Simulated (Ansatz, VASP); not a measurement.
# Two plane-wave programs on Li2GeN

Contents of INCAR:

```
SYSTEM = Li2GeN
ALGO = Normal
EDIFF = 1E-7
EDIFFG = -0.08
ENCUT = 750
GGA = PE
GGA_COMPAT = .False.
IBRION = 2
ISIF = 3
ISMEAR = 0
LASPH = .True.
LCHARG = .False.
LREAL = .False.
LWAVE = .False.
NELM = 120
NELMIN = 4
NSW = 36
PREC = Accurate
SIGMA = 0.2
```

File KPOINTS:

```
k-points
0
Gamma
  6 6 6
  0 0 0
```

The input POSCAR:

```
Li2GeN
1.0
   -1.9668009200      2.3678468200      3.3519925400
    1.9668009200     -2.3678468200      3.3519925400
    1.9668009200      2.3678468200     -3.3519925400
Li Ge N
2 1 1
Direct
    0.5000000000      0.5000000000      0.0000000000
    0.0000000000      0.5000000000      0.5000000000
    0.5000000000      0.0000000000      0.5000000000
    0.0000000000      0.0000000000      0.0000000000
```

Input for Ansatz:

```yaml
crystal:
  lattice:
    - [-1.96680092, 2.36784682, 3.35199254]
    - [1.96680092, -2.36784682, 3.35199254]
    - [1.96680092, 2.36784682, -3.35199254]
  atoms:
    - { symbol: Li, position: [0.5, 0.5, 0.0] }
    - { symbol: Li, position: [0.0, 0.5, 0.5] }
    - { symbol: Ge, position: [0.5, 0.0, 0.5] }
    - { symbol: "N", position: [0.0, 0.0, 0.0] }
basis:
  ecutwfc: 420
kpoints:
  mp_grid: { grid: [6, 6, 6] }
hamiltonian:
  xc: pbe
scf:
  occupations: { method: gaussian, width: 0.2 }
  lower_state_search: "off"
output:
  forces: true
  stress: true
  eigenvalues: true
relax:
  adjacent_minimum: "off"
  f_tol: 0.08
  max_steps: 16
  cell: { stress_tol: 0.8 }
```

Alike in both runs: task relaxation of cell and atoms; functional PBE; k mesh 6 × 6 × 6; occupations gaussian, width 0.2 eV; no spin polarisation.

```csv
,VASP,Ansatz
version,VASP 6.6.1,Ansatz 0.2.0
potentials or method,"VASP PAW PBE potentials, release 64 (Li_sv, Ge_d, N), cutoff 750 eV","scalar-relativistic, plane waves, PAW"
valence electrons in the cell,25,25
```

|  | VASP | Ansatz | Ansatz less VASP |
| --- | --- | --- | --- |
| gap on the k mesh at the Fermi level, each at its own relaxed structure (eV) | none | none | - |
| relaxed volume (Å³/atom) | 13.44 | 13.52 | +0.077 |
| relaxed length of the cell vector where the two differ most in proportion (Å) | 4.136 | 4.144 | +0.0081 |

A gap of «none» marks a metal or a gap that the smearing closes.
